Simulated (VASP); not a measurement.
# Se (R-3c) in VASP: relaxation of cell and atoms with PBE

Aim: the relaxation of cell and atoms of Se with PBE.

Everything below comes from runs of VASP 6.6.1. Logs are shortened: lines on timing, memory, paths and dates and some standing lists are left out, and cuts for length are marked.

## (1) The cell of the first run

It takes space group R-3c (No. 167, trigonal). The conventional cell has a = 6.127 Å, b = 6.127 Å, c = 19.205 Å, α = 90.00°, β = 90.00°, γ = 120.00°. Within 3.8 Å of Se (site symmetry -3) lie 6 Se at 2.87 Å. Within 3.3 Å of Se (site symmetry 2) lie 4 Se at 2.53 to 2.87 Å.

The cell was generated, and may not be a known phase.

## (2) Relaxation of cell and atoms, PBE

File INCAR:

```
SYSTEM = Se
ALGO = Normal
EDIFF = 1E-6
EDIFFG = -0.01
ENCUT = 600
GGA = PE
IBRION = 2
ISIF = 3
ISMEAR = 0
LASPH = .True.
LCHARG = .False.
LREAL = .False.
LWAVE = .False.
NELM = 60
NSW = 100
PREC = Accurate
SIGMA = 0.1
```

File KPOINTS:

```
k-points
0
Gamma
  6 6 6
  0 0 0
```

File POSCAR:

```
Se
1.0
    3.0637092626      1.7688333675      6.4016600740
   -3.0637092626      1.7688333675      6.4016600740
    0.0000000000     -3.5376667350      6.4016600740
Se
8
Direct
    0.0000000000      0.0000000000      0.0000000000
    0.5000000000      0.5000000000      0.5000000000
    0.9883961544      0.7500000000      0.5116038456
    0.5116038456      0.9883961544      0.7500000000
    0.7500000000      0.5116038456      0.9883961544
    0.0116038456      0.2500000000      0.4883961544
    0.4883961544      0.0116038456      0.2500000000
    0.2500000000      0.4883961544      0.0116038456
```

Potentials or basis: VASP PAW PBE potentials, release 64 (Se).

Run with:

```bash
cat potpaw_PBE.64/Se/POTCAR > POTCAR
mpirun -np 1 vasp_std > vasp.out
```

OUTCAR:

```text
SYSTEM = Se
   EDIFF = 1E-6
   EDIFFG = -0.01
   ENCUT = 600
   GGA = PE
   IBRION = 2
   ISIF = 3
   ISMEAR = 0
   LASPH = .True.
   LREAL = .False.
   NELM = 60
   NSW = 100
   PREC = Accurate

 ion  position               nearest neighbor table
   1  0.000  0.000  0.000-
   2  0.500  0.500  0.500-
   3  0.988  0.750  0.512-   4 2.53   5 2.53
   4  0.512  0.988  0.750-   3 2.53   5 2.53
   5  0.750  0.512  0.988-   4 2.53   3 2.53
   6  0.012  0.250  0.488-   7 2.53   8 2.53
   7  0.488  0.012  0.250-   6 2.53   8 2.53
   8  0.250  0.488  0.012-   7 2.53   6 2.53

  LATTYP: Found a trigonal (rhomboedric) cell.
 ALAT       =     7.3141190605
 COS(alpha) =     0.6490857183

  Lattice vectors:

 A1 = (   3.0637092626,   1.7688333675,   6.4016600740)
 A2 = (  -3.0637092626,   1.7688333675,   6.4016600740)
 A3 = (   0.0000000000,  -3.5376667350,   6.4016600740)

Analysis of symmetry for initial positions (statically):
=====================================================================
 Subroutine PRICEL returns:
 Original cell was already a primitive cell.

 Routine SETGRP: Setting up the symmetry group for a
 trigonal (rhombohedral) supercell.

 Subroutine GETGRP returns: Found 12 space group operations
 (whereof  6 operations were pure point group operations)
 out of a pool of 12 trial point group operations.

The static configuration has the point symmetry S_6 .
 The point group associated with its full space group is D_3d.

Analysis of symmetry for dynamics (positions and initial velocities):
=====================================================================
 Subroutine PRICEL returns:
 Original cell was already a primitive cell.

 Routine SETGRP: Setting up the symmetry group for a
 trigonal (rhombohedral) supercell.

 Subroutine GETGRP returns: Found 12 space group operations
 (whereof  6 operations were pure point group operations)
 out of a pool of 12 trial point group operations.

The dynamic configuration has the point symmetry S_6 .
 The point group associated with its full space group is D_3d.

 Subroutine INISYM returns: Found 12 space group operations
 (whereof  6 operations are pure point group operations),
 and found     1 'primitive' translations

----------------------------------------------------------------------------------------

                                     Primitive cell

  volume of cell :     208.1509

  direct lattice vectors                    reciprocal lattice vectors
     3.063709263  1.768833368  6.401660074     0.163200864  0.094224063  0.052069827
    -3.063709263  1.768833368  6.401660074    -0.163200864  0.094224063  0.052069827
     0.000000000 -3.537666735  6.401660074     0.000000000 -0.188448126  0.052069827

  length of vectors
     7.314119060  7.314119060  7.314119060     0.195509496  0.195509496  0.195509496

  position of ions in fractional coordinates (direct lattice)
     0.000000000  0.000000000  0.000000000
     0.500000000  0.500000000  0.500000000
     0.988396154  0.750000000  0.511603846
     0.511603846  0.988396154  0.750000000
     0.750000000  0.511603846  0.988396154
     0.011603846  0.250000000  0.488396154
     0.488396154  0.011603846  0.250000000
     0.250000000  0.488396154  0.011603846

  ion indices of the primitive-cell ions
   primitive index   ion index
                 1           1
                 2           2
                 3           3
                 4           4
                 5           5
                 6           6
                 7           7
                 8           8

----------------------------------------------------------------------------------------

 KPOINTS: k-points

Automatic generation of k-mesh.
 Grid dimensions read from file:
 generate k-points for:    6    6    6

 Generating k-lattice:

  Cartesian coordinates                     Fractional coordinates (reciprocal lattice)
     0.027200144  0.015704011  0.008678305     0.166666667  0.000000000  0.000000000
    -0.027200144  0.015704011  0.008678305     0.000000000  0.166666667  0.000000000
     0.000000000 -0.031408021  0.008678305     0.000000000  0.000000000  0.166666667

  Length of vectors
     0.032584916  0.032584916  0.032584916

  Shift w.r.t. Gamma in fractional coordinates (k-lattice)
     0.000000000  0.000000000  0.000000000

 Subroutine IBZKPT returns following result:
 ===========================================

 Found     32 irreducible k-points:

 Following reciprocal coordinates:
            Coordinates               Weight
  0.000000  0.000000  0.000000      1.000000
  0.166667 -0.000000  0.000000      6.000000
  0.333333  0.000000  0.000000      6.000000
  0.500000 -0.000000  0.000000      3.000000
  0.166667  0.166667  0.000000      6.000000
  0.333333  0.166667  0.000000     12.000000
[... 16 lines left out ...]
  0.500000  0.500000  0.166667      6.000000
 -0.333333  0.500000  0.166667     12.000000
 [... further k-points ...]
   k-points           NKPTS =     32   k-points in BZ     NKDIM =     32   number of bands    NBANDS=     29
   number of dos      NEDOS =    301   number of ions     NIONS =      8
   total plane-waves  NPLWV = 216000
   dimension x,y,z NGX =    60 NGY =   60 NGZ =   60
   dimension x,y,z NGXF=   120 NGYF=  120 NGZF=  120
   ions per type =               8
   NGX,Y,Z   is equivalent  to a cutoff of  13.64, 13.64, 13.64 a.u.
   NGXF,Y,Z  is equivalent  to a cutoff of  27.28, 27.28, 27.28 a.u.
 SYSTEM =  Se
   PREC   = accura    normal or accurate (medium, high low for compatibility)
   ISTART =      0    job   : 0-new  1-cont  2-samecut
   ICHARG =      2    charge: 1-file 2-atom 10-const
   ISPIN  =      1    spin polarized calculation?
   LNONCOLLINEAR =      F non collinear calculations
   LSORBIT =      F    spin-orbit coupling
   LASPH  =      T    aspherical Exc in radial PAW
   ENCUT  =  600.0 eV  44.10 Ry    6.64 a.u.  14.61 14.61 14.61*2*pi/ulx,y,z
   NELM   =     60;   NELMIN=  2; NELMDL= -5     # of ELM steps
   EDIFF  = 0.1E-05   stopping-criterion for ELM
   LREAL  =      F    real-space projection
   EDIFFG = -.1E-01   stopping-criterion for IOM
   NSW    =    100    number of steps for IOM
   IBRION =      2    ionic relax: 0-MD 1-quasi-New 2-CG
   NFREE  =      1    steps in history (QN), initial steepest desc. (CG)
   ISIF   =      3    stress and relaxation
   ISYM   =      2    0-nonsym 1-usesym 2-fastsym
   POTIM  = 0.5000    time-step for ionic-motion
   TEBEG  =    0.0;   TEEND  =   0.0 temperature during run
   PSTRESS=    0.0 pullay stress
   NELECT =      48.0000    total number of electrons
   NUPDOWN=      -1.0000    fix difference up-down
   EMIN   =  10.00;   EMAX   =-10.00  energy-range for DOS
   EFERMI =   0.00;   METHOD = LEGACY
   ISMEAR =     0;   SIGMA  =   0.10  broadening in eV -4-tet -1-fermi 0-gaus
   EFERMI_NEDOS =   21; number of points for ismear=-14 and -15
   IALGO  =     38    algorithm
   IMIX   =      4    mixing-type and parameters
     AMIX     =   0.40;   BMIX     =  1.00
     AMIX_MAG =   1.60;   BMIX_MAG =  1.00
  volume/ion in A,a.u.               =      26.02       175.58
  Fermi-wavevector in a.u.,A,eV,Ry     =   1.003912  1.897119 13.712496  1.007840
  Thomas-Fermi vector in A             =   2.136495
   LORBIT       =      0    0 simple, 1 ext, 2 COOP (PROOUT), +10 PAW based schemes
   GGA     = PE    functional components
   LHFCALC =     F    Hartree Fock is set to
   AEXX    =    0.0000 exact exchange contribution
   IVDW    =     0    specifies the selected vdW correction
   LEPSILON=     F    determine dielectric tensor
   LRPA    =     F    only Hartree local field effects (RPA)
 conjugate gradient relaxation of ions
 non-spin polarized calculation
 Gauss-broadening in eV      SIGMA  =   0.10
  energy-cutoff  :      600.00
  volume of cell :      208.15
 maximum number of plane-waves:      6979
 NGX is ok and might be reduce to    60
   NGX = 29   NGY = 29   NGZ = 29

--------------------------------------- Ionic step        1  -------------------------------------------

 number of electron      47.9999997 magnetization

 Free energy of the ion-electron system (eV)
  ---------------------------------------------------
  ext. energy  EPLUGINS =         0.00000000
  ---------------------------------------------------
  free energy    TOTEN  =       -25.66815584 eV

  energy without entropy =      -25.64976403  energy(sigma->0) =      -25.65895993

------------------------ aborting loop because EDIFF is reached ----------------------------------------

  FORCE on cell =-STRESS in cart. coord.  units (eV):
  Direction    XX          YY          ZZ          XY          YZ          ZX
  --------------------------------------------------------------------------------------
  -------------------------------------------------------------------------------------
  Total        0.0876008      0.0876008      0.4193709      0.0000000      0.0000000      0.0000000
  in kB        0.6742801      0.6742801      3.2279776      0.0000000      0.0000000      0.0000000
  external PRESSURE =       1.5255126 kB  Pullay stress =       0.0000000 kB
[... 107 lines left out ...]
  FREE ENERGIE OF THE ION-ELECTRON SYSTEM (eV)
  ---------------------------------------------------
  free  energy   TOTEN  =       -25.6691057600 eV

  energy  without entropy=      -25.6507318312  energy(sigma->0) =      -25.65991880

[... ionic steps 4 to 9 ...]

--------------------------------------- Ionic step       10  -------------------------------------------

 number of electron      47.9999999 magnetization

------------------------ aborting loop because EDIFF is reached ----------------------------------------

  FORCE on cell =-STRESS in cart. coord.  units (eV):
  Direction    XX          YY          ZZ          XY          YZ          ZX
  --------------------------------------------------------------------------------------
  -------------------------------------------------------------------------------------
  Total       -0.0120687     -0.0120687      0.1392299      0.0000000     -0.0000000     -0.0000000
  in kB       -0.0924592     -0.0924592      1.0666504      0.0000000     -0.0000000     -0.0000000
  external PRESSURE =       0.2939107 kB  Pullay stress =       0.0000000 kB
[... 69 lines left out ...]
  energy  without entropy=      -25.6531284316  energy(sigma->0) =      -25.66224377

--------------------------------------- Ionic step       12  -------------------------------------------

 number of electron      47.9999999 magnetization

 Free energy of the ion-electron system (eV)
  ---------------------------------------------------
  ext. energy  EPLUGINS =         0.00000000
  ---------------------------------------------------
  free energy    TOTEN  =       -25.67151592 eV

  energy without entropy =      -25.65328033  energy(sigma->0) =      -25.66239812

 E-fermi :   3.2878     XC(G=0):  -9.1148

 val. band max:        3.2491658871   @ k =   0.3333   0.3333   0.1667
 cond. band min:       3.2951360344   @ k =   0.5000   0.3333   0.1667
 fundamental gap:      0.0459701473
 Fermi energy:         3.2877513601

 k-point     1 :       0.0000    0.0000    0.0000
  band No.  band energies     occupation
      1     -12.5842      2.00000
      2     -11.7863      2.00000
      3      -9.8003      2.00000
      4      -9.2046      2.00000
      5      -8.9812      2.00000
      6      -8.9812      2.00000
[... 757 lines left out ...]
     28       4.7509      0.00000
     29       4.9198      0.00000

 [... further k-points ...]

------------------------ aborting loop because EDIFF is reached ----------------------------------------

  FORCE on cell =-STRESS in cart. coord.  units (eV):
  Direction    XX          YY          ZZ          XY          YZ          ZX
  --------------------------------------------------------------------------------------
  -------------------------------------------------------------------------------------
  Total       -0.0708544     -0.0708544      0.0652361      0.0000000     -0.0000000      0.0000000
  in kB       -0.5420803     -0.5420803      0.4990973      0.0000000     -0.0000000      0.0000000
  external PRESSURE =      -0.1950211 kB  Pullay stress =       0.0000000 kB
[... 23 lines left out ...]
  FREE ENERGIE OF THE ION-ELECTRON SYSTEM (eV)
  ---------------------------------------------------
  free  energy   TOTEN  =       -25.6715159213 eV

  energy  without entropy=      -25.6532803270  energy(sigma->0) =      -25.66239812

 reached required accuracy - stopping structural energy minimisation
```

Wall time 38 min (1 thread of Intel Xeon 8259CL, shared host); peak memory 0.6 GiB.

What came out:

```yaml
Free_energy: -25.6715 eV
Relaxed_volume: 26.18 Å³/atom
Relaxed_cell: a = 7.384 Å, b = 7.384 Å, c = 7.384 Å, α = 48.84°, β = 48.84°, γ = 48.84°
Space_group_after_relaxing_to_0.1_Å: R-3c (No. 167)
Energy_gained_by_relaxing: 0.4 meV/atom
Ionic_steps: 12
Pressure_after_relaxing: 0.0 GPa
Band_gap_on_the_k_mesh: zero (bands 24 and 25 overlap by 0.71 eV)
```

Forces on the atoms (eV/Å):
```
Se   0.000  0.000  0.000
Se   0.000  0.000  0.000
Se  -0.001 -0.002  0.000
Se   0.003  0.000  0.000
Se  -0.001  0.002  0.000
Se   0.001  0.002  0.000
Se  -0.003  0.000  0.000
Se   0.001 -0.002  0.000
```

Stress tensor (GPa, compression positive):
```
-0.05  0.00  0.00
 0.00 -0.05  0.00
 0.00  0.00  0.05
```

The path:
| step | energy change (eV) | largest force (eV/Å) | pressure (GPa) | volume (Å³) |
| --- | --- | --- | --- | --- |
| 1 | 0.0000 | 0.0081 | 0.15 | 208.15 |
| 2 | -0.0008 | 0.0095 | -0.01 | 208.90 |
| 3 | -0.0009 | 0.0261 | -0.17 | 209.61 |
| 4 | -0.0013 | 0.0169 | -0.16 | 209.76 |
| 5 | -0.0020 | 0.0099 | -0.14 | 210.21 |
| 6 | -0.0021 | 0.0229 | -0.13 | 210.42 |
| 7 | -0.0024 | 0.0297 | -0.06 | 210.11 |
| 8 | -0.0026 | 0.0431 | 0.07 | 209.52 |
| 9 | -0.0029 | 0.0323 | 0.06 | 209.42 |
| 10 | -0.0031 | 0.0011 | 0.03 | 209.13 |
| 11 | -0.0032 | 0.0003 | 0.02 | 209.20 |
| 12 | -0.0034 | 0.0028 | -0.02 | 209.42 |

Final structure:
```yaml
crystal:
  lattice:
    - [3.05251, 1.76237, 6.48798]
    - [-3.05251, 1.76237, 6.48798]
    - [0.00000, -3.52473, 6.48798]
  atoms:
    - { symbol: Se, position: [0.00000, 0.00000, 0.00000] }
    - { symbol: Se, position: [0.50000, 0.50000, 0.50000] }
    - { symbol: Se, position: [0.98953, 0.75000, 0.51047] }
    - { symbol: Se, position: [0.51047, 0.98953, 0.75000] }
    - { symbol: Se, position: [0.75000, 0.51047, 0.98953] }
    - { symbol: Se, position: [0.01047, 0.25000, 0.48953] }
    - { symbol: Se, position: [0.48953, 0.01047, 0.25000] }
    - { symbol: Se, position: [0.25000, 0.48953, 0.01047] }
```

Levels at points of the mesh, in eV from the Fermi level:
```
           k point  band 22  band 23  band 24  band 25  band 26  band 27
(0.00, 0.00, 0.00)    -0.59    -0.59    -0.15     0.64     1.42     1.42
(0.50, 0.00, 0.00)    -1.42    -0.75    -0.75     0.16     0.16     1.41
(0.50, 0.50, 0.00)    -1.30    -0.32    -0.10     0.41     0.56     0.66
(0.50, 0.50, 0.50)    -1.91     0.32     0.32     0.32     0.32     1.75
```

The gap in the log of VASP goes by the Fermi energy; the results here count the filled bands.